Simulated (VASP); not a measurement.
The system is KCdCO3F.

```
CELL_PARAMETERS angstrom
5.13240 0.00000 0.00000
-2.56620 4.44479 0.00000
0.00000 0.00000 4.43240
ATOMIC_POSITIONS crystal
K 0.00000 0.00000 0.00000
Cd 0.66667 0.33333 0.50000
C 0.33333 0.66667 0.50000
O 0.19250 0.38500 0.50000
O 0.19250 0.80750 0.50000
O 0.61500 0.80750 0.50000
F 0.66667 0.33333 0.00000
```

* Program: VASP 6.6.1
* Task: relaxation of cell and atoms
* Functional: PBE
* Potentials or basis: VASP PAW PBE potentials, release 64 (K_sv, Cd, C, O, F)
* Cutoff: 600 eV
* k mesh: 6 × 6 × 6
* Occupations: fermi-dirac, width 0.02 eV
* Spin: no spin polarisation

At the start: pressure 6.8 GPa; volume 14.44 Å³/atom.

Task: How do energy, volume and symmetry change on relaxing?

Result: Over 11 steps the energy falls by 32.4 meV/atom and the volume is 14.66 Å³/atom (+1.5 %); space group P-6m2 (No. 187, to 0.1 Å) before and after.

The path:
```
step  energy change (eV)  largest force (eV/Å)  pressure (GPa)  volume (Å³)
   1              0.0000                3.4375            6.79       101.11
   2              1.9217                6.4897          -14.15       110.29
   3             -0.2154                0.3732           -0.82       103.02
   4             -0.2193                0.0533           -0.16       102.81
   5             -0.2195                0.0410            0.04       102.75
   6             -0.2224                0.0411           -0.01       102.80
   7             -0.2264                0.0412           -0.10       102.96
   8             -0.2264                0.0411           -0.11       102.96
   9             -0.2264                0.1028           -0.25       102.76
  10             -0.2265                0.0266           -0.18       102.87
  11             -0.2267                0.0036           -0.02       102.64
```

Final structure:
```
CELL_PARAMETERS angstrom
5.13162 0.00000 0.00000
-2.56581 4.44411 0.00000
0.00000 0.00000 4.50077
ATOMIC_POSITIONS crystal
K 0.00000 0.00000 0.00000
Cd 0.66667 0.33333 0.50000
C 0.33333 0.66667 0.50000
O 0.18741 0.37481 0.50000
O 0.18741 0.81259 0.50000
O 0.62519 0.81259 0.50000
F 0.66667 0.33333 0.00000
```
